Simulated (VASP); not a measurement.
A run of VASP 6.6.1 is set up as follows.

File INCAR:

```
SYSTEM = Fe
PREC     = Accurate       ! precision mode
ENCUT    = 520            ! plane-wave cutoff, eV
EDIFF    = 1E-7           ! SCF threshold, eV
ISMEAR   = -1             ! smearing method
SIGMA    = 0.05           ! smearing width, eV
LREAL    = .False.        ! projectors in reciprocal space
LASPH    = .True.         ! aspherical terms in the spheres
NELM     = 150            ! most SCF steps
ALGO     = Normal         ! electronic algorithm
ISIF     = 2              ! what is computed and relaxed
LWAVE    = .False.        ! write WAVECAR
LCHARG   = .False.        ! write CHGCAR
ISPIN    = 2              ! spin polarisation
MAGMOM   = 3              ! initial moments
LORBIT   = 11             ! projections on sites
LMAXMIX  = 4              ! l up to which the mixer works
GGA      = PE             ! functional
NBANDS   = 14             ! bands
```

File KPOINTS:

```
Automatic mesh
0
Gamma
  13 13 13
  0 0 0
```

File POSCAR:

```
Fe
1.0
   -1.4134619662      1.4134619662      1.4134619662
    1.4134619662     -1.4134619662      1.4134619662
    1.4134619662      1.4134619662     -1.4134619662
Fe
1
Direct
    0.0000000000      0.0000000000      0.0000000000
```

Potentials or basis: VASP PAW PBE potentials, release 64 (Fe).

Run with:

```bash
$ cat potpaw_PBE.64/Fe/POTCAR > POTCAR
$ mpirun -np 1 vasp_std > vasp.out
```

Estimate the pressure.

0.0 GPa.

Estimate the net moment.

2.13 μB per cell.

Estimate the site moments.

Fe +2.13 μB.
